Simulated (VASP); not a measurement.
Crystal: Pd.

```
Pd
1.0
     0.00000    1.96929    1.96929
     1.96929    0.00000    1.96929
     1.96929    1.96929    0.00000
Pd
1
Direct
  0.00000 0.00000 0.00000
```

Base run:

```yaml
Program: VASP 6.6.1
Functional: r2SCAN
Potentials_or_basis: VASP PAW PBE potentials, release 64 (Pd)
Cutoff: 550 eV
k_mesh: 11 × 11 × 11
Occupations: fermi-dirac, width 0.01 eV
Spin: no spin polarisation
```

Its results: band gap on the k mesh zero (band 5 reaches 9.27 eV, above the bottom of band 6 at 7.77 eV); pressure -3.3 GPa.

Task: The run is repeated on the same cell with these changes: functional from r2SCAN to PBE; cutoff from 550 eV to 500 eV; k mesh from 11 × 11 × 11 to 9 × 9 × 9. What comes out?

Result: Band gap on the k mesh zero (band 5 reaches 9.35 eV, above the bottom of band 6 at 7.96 eV); pressure -0.3 GPa.

Several settings changed at once, so the effect can't be laid on one alone.

Caveats: the PAW data sets were made with another functional, which shifts forces and pressure a little (some runs).
